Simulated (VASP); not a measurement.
# Na2N3 (Fmmm) in VASP: further runs, part 2 of 2

VASP 6.6.1.

## Step 4: Single point, LDA

Contents of INCAR:

```
SYSTEM = Na2N3
  PREC = Accurate
  ENCUT = 520
  EDIFF = 1E-6
  ISMEAR = -1
  SIGMA = 0.1
  LREAL = .False.
  LASPH = .True.
  NELM = 60
  ALGO = Normal
  ISIF = 2
  LWAVE = .False.
  LCHARG = .False.
  GGA = CA
  NBANDS = 40
```

Contents of KPOINTS:

```
regular mesh
0
Gamma
  4 4 4
  0 0 0
```

Contents of POSCAR:

```
Na2N3
1.0
   -3.7403960000      0.0000000000      3.4955880000
    3.7403960000      0.0000000000      3.4955880000
    0.0000000000      5.6755780000      3.4955880000
Na N
4 6
Direct
    0.7180000000      0.2820000000      0.0000000000
    0.2820000000      0.7180000000      0.0000000000
    0.7500000000      0.2500000000      0.5000000000
    0.2500000000      0.7500000000      0.5000000000
    0.1333000000      0.1333000000      0.1470000000
    0.2803000000      0.2803000000      0.8530000000
    0.8667000000      0.8667000000      0.8530000000
    0.7197000000      0.7197000000      0.1470000000
    0.8519000000      0.8519000000      0.2962000000
    0.1481000000      0.1481000000      0.7038000000
```

Potentials or basis: VASP PAW LDA potentials, release 64 (Na_pv, N).

On the command line:

```console
$ cat potpaw_LDA.64/Na_pv/POTCAR potpaw_LDA.64/N/POTCAR > POTCAR
$ mpirun -np 1 vasp_std > vasp.out
```

OUTCAR:

```text
SYSTEM = Na2N3
   PREC = Accurate
   ENCUT = 520
   EDIFF = 1E-6
   ISMEAR = -1
   LREAL = .False.
   LASPH = .True.
   NELM = 60
   ISIF = 2
   GGA = CA

 ion  position               nearest neighbor table
   1  0.718  0.282  0.000-
   2  0.282  0.718  0.000-
   3  0.750  0.250  0.500-
   4  0.250  0.750  0.500-
   5  0.133  0.133  0.147-   6 1.67   9 1.68
   6  0.280  0.280  0.853-   5 1.67  10 1.68
   7  0.867  0.867  0.853-   8 1.67  10 1.68
   8  0.720  0.720  0.147-   7 1.67   9 1.68
   9  0.852  0.852  0.296-   5 1.68   8 1.68
  10  0.148  0.148  0.704-   6 1.68   7 1.68

  LATTYP: Found a face centered orthorhombic cell.
 ALAT       =     6.9911760000
 B/A-ratio  =     1.0700334250
 C/A-ratio  =     1.6236404290

  Lattice vectors:

 A1 = (   3.7403960000,   5.6755780000,   0.0000000000)
 A2 = (   0.0000000000,   5.6755780000,   3.4955880000)
 A3 = (   3.7403960000,   0.0000000000,   3.4955880000)

Analysis of symmetry for initial positions (statically):
=====================================================================
 Subroutine PRICEL returns:
 Original cell was already a primitive cell.

 Routine SETGRP: Setting up the symmetry group for a
 face centered orthorhombic supercell.

 Subroutine GETGRP returns: Found  8 space group operations
 (whereof  8 operations were pure point group operations)
 out of a pool of  8 trial point group operations.

The static configuration has the point symmetry D_2h.

Analysis of symmetry for dynamics (positions and initial velocities):
=====================================================================
 Subroutine PRICEL returns:
 Original cell was already a primitive cell.

 Routine SETGRP: Setting up the symmetry group for a
 face centered orthorhombic supercell.

 Subroutine GETGRP returns: Found  8 space group operations
[... 135 lines left out ...]
  Thomas-Fermi vector in A             =   2.332829
   LORBIT       =      0    0 simple, 1 ext, 2 COOP (PROOUT), +10 PAW based schemes
   GGA     = CA    functional components
   LHFCALC =     F    Hartree Fock is set to
   AEXX    =    0.0000 exact exchange contribution
   IVDW    =     0    specifies the selected vdW correction
   LEPSILON=     F    determine dielectric tensor
   LRPA    =     F    only Hartree local field effects (RPA)
 non-spin polarized calculation
  energy-cutoff  :      520.00
  volume of cell :      148.42
 maximum number of plane-waves:      4011
 NGX is ok and might be reduce to    40
   NGX = 19   NGY = 19   NGZ = 25

 number of electron      58.0000008 magnetization

 Free energy of the ion-electron system (eV)
  ---------------------------------------------------
  ext. energy  EPLUGINS =         0.00000000
  ---------------------------------------------------
  free energy    TOTEN  =       -54.41657575 eV

  energy without entropy =      -54.41522956  energy(sigma->0) =      -54.41590265

 E-fermi :   2.2583     XC(G=0):  -9.1560

 val. band max:        1.7268533039   @ k =   0.5000   0.5000   0.5000
 cond. band min:       2.8765952647   @ k =   0.0000   0.0000   0.5000
 fundamental gap:      1.1497419608
 Fermi energy:         2.2583424152

 k-point     1 :       0.0000    0.0000    0.0000
  band No.  band energies     occupation
      1     -22.4478      2.00000
      2     -22.4095      2.00000
      3     -22.4077      2.00000
      4     -22.3883      2.00000
      5     -22.3858      2.00000
      6     -22.3684      2.00000
[... 763 lines left out ...]
     39       7.4728      0.00000
     40       7.5872      0.00000

------------------------ aborting loop because EDIFF is reached ----------------------------------------

  FORCE on cell =-STRESS in cart. coord.  units (eV):
  Direction    XX          YY          ZZ          XY          YZ          ZX
  --------------------------------------------------------------------------------------
  -------------------------------------------------------------------------------------
  Total       -9.2314369    -23.6271376    -24.7418718      0.0000000      0.0000000     -0.0000000
  in kB      -99.6556602   -255.0608347   -267.0946679      0.0000000      0.0000000     -0.0000000
  external PRESSURE =    -207.2703876 kB  Pullay stress =       0.0000000 kB

 VOLUME and BASIS-vectors are now :
 -----------------------------------------------------------------------------
  energy-cutoff  :      520.00
  volume of cell :      148.42
      direct lattice vectors                 reciprocal lattice vectors
    -3.740396000  0.000000000  3.495588000    -0.133675686 -0.088096754  0.143037452
     3.740396000  0.000000000  3.495588000     0.133675686 -0.088096754  0.143037452
     0.000000000  5.675578000  3.495588000     0.000000000  0.176193508  0.000000000

 POSITION                                       TOTAL-FORCE (eV/Angst)
 -----------------------------------------------------------------------------------
     -1.63081      0.00000      3.49559        -0.263332      0.000000     -0.000000
      1.63081      0.00000      3.49559         0.263332      0.000000     -0.000000
     -1.87020      2.83779      5.24338         0.000000      0.000000     -0.000000
      1.87020      2.83779      5.24338        -0.000000      0.000000     -0.000000
      0.00000      0.83431      1.44578         0.000000     -1.851944     -2.968401
      0.00000      4.84127      4.94136         0.000000      1.851944     -2.968401
      0.00000      4.84127      9.04099         0.000000      1.851944      2.968401
      0.00000      0.83431      5.54540         0.000000     -1.851944      2.968401
      0.00000      1.68111      6.99118         0.000000     -3.588834     -0.000000
      0.00000      3.99447      3.49559         0.000000      3.588834     -0.000000
 -----------------------------------------------------------------------------------
    total drift:                               -0.000000     -0.000000     -0.000000

  FREE ENERGIE OF THE ION-ELECTRON SYSTEM (eV)
  ---------------------------------------------------
  free  energy   TOTEN  =       -54.4165757522 eV

  energy  without entropy=      -54.4152295564  energy(sigma->0) =      -54.41590265
```

OSZICAR:

```text
N       E                     dE             d eps       ncg     rms          rms(c)
DAV:   1     0.610849607464E+03    0.61085E+03   -0.29082E+04  1440   0.160E+03
DAV:   2     0.315499407124E+02   -0.57930E+03   -0.55278E+03  1480   0.440E+02
DAV:   3    -0.529596809897E+02   -0.84510E+02   -0.81816E+02  1840   0.161E+02
DAV:   4    -0.571195085990E+02   -0.41598E+01   -0.40885E+01  1792   0.346E+01
DAV:   5    -0.572318091446E+02   -0.11230E+00   -0.11212E+00  1728   0.576E+00    0.945E+00
DAV:   6    -0.548686941314E+02    0.23631E+01   -0.35659E+00  1912   0.867E+00    0.458E+00
DAV:   7    -0.544660739645E+02    0.40262E+00   -0.76120E-01  1936   0.398E+00    0.188E+00
DAV:   8    -0.544227105243E+02    0.43363E-01   -0.11971E-01  1760   0.196E+00    0.547E-01
DAV:   9    -0.544165667413E+02    0.61438E-02   -0.16961E-02  1848   0.729E-01    0.200E-01
DAV:  10    -0.544169207838E+02   -0.35404E-03   -0.87807E-03  1864   0.439E-01    0.141E-01
DAV:  11    -0.544165534640E+02    0.36732E-03   -0.14201E-03  1856   0.203E-01    0.415E-02
DAV:  12    -0.544165855592E+02   -0.32095E-04   -0.16975E-04  1896   0.642E-02    0.218E-02
DAV:  13    -0.544165756781E+02    0.98810E-05   -0.32819E-05  1784   0.270E-02    0.552E-03
DAV:  14    -0.544165757522E+02   -0.74051E-07   -0.27268E-06  1592   0.737E-03
   1 F= -.54416576E+02 E0= -.54415903E+02  d E =-.134620E-02
```

stdout:

```text
POSCAR found type information on POSCAR NaN
 POSCAR found :  2 types and      10 ions
 scaLAPACK will be used
 LDA part: xc-table for (Slater(with rela. corr.)+CA(PZ))
 , standard interpolation
 POSCAR, INCAR and KPOINTS ok, starting setup
 FFT: planning ... GRIDC
 FFT: planning ... GRID_SOFT
 FFT: planning ... GRID
 WAVECAR not read
 entering main loop
```

It took 1.9 min on 1 thread of Intel Xeon Platinum 8375C at 2.90GHz (Ice Lake), shared host; peak memory 0.24 GiB.

What came out:

```
Free energy            : -54.4166 eV
Pressure               : -20.7 GPa
Largest force          : 3.589 eV/Å
Band gap on the k mesh : 1.15 eV, indirect (least direct gap 1.18 eV)
```

Forces on the atoms (eV/Å):
```
Na  -0.263  0.000  0.000
Na   0.263  0.000  0.000
Na   0.000  0.000  0.000
Na   0.000  0.000  0.000
N    0.000 -1.852 -2.968
N    0.000  1.852 -2.968
N    0.000  1.852  2.968
N    0.000 -1.852  2.968
N    0.000 -3.589  0.000
N    0.000  3.589  0.000
```

Stress tensor (GPa, compression positive):
```
 -9.97   0.00   0.00
  0.00 -25.51   0.00
  0.00   0.00 -26.71
```

Levels at points of the mesh, in eV from the valence-band top:
| k point | band 25 | band 26 | band 27 | band 28 | band 29 | band 30 | band 31 | band 32 | band 33 | band 34 |
| --- | --- | --- | --- | --- | --- | --- | --- | --- | --- | --- |
| (0.00, 0.00, 0.00) | -3.08 | -2.81 | -2.78 | -1.00 | -0.31 | 1.31 | 1.52 | 1.69 | 1.77 | 2.78 |
| (0.50, 0.00, 0.00) | -3.21 | -3.07 | -2.81 | -0.62 | -0.44 | 1.37 | 1.52 | 2.55 | 3.47 | 3.67 |
| (0.50, 0.50, 0.00) | -2.94 | -2.80 | -2.74 | -0.76 | -0.02 | 1.30 | 1.32 | 1.67 | 2.47 | 3.80 |
| (0.00, 0.00, 0.50) | -3.23 | -3.12 | -2.88 | -0.78 | -0.68 | 1.15 | 1.68 | 2.68 | 2.78 | 3.59 |
| (0.50, 0.50, 0.50) | -3.19 | -2.94 | -2.90 | -0.53 | 0.00 | 1.18 | 1.34 | 2.65 | 4.04 | 4.29 |

Caveat: forces of over 1 eV/Å act on the atoms, so gaps and moduli don't describe the material at rest.
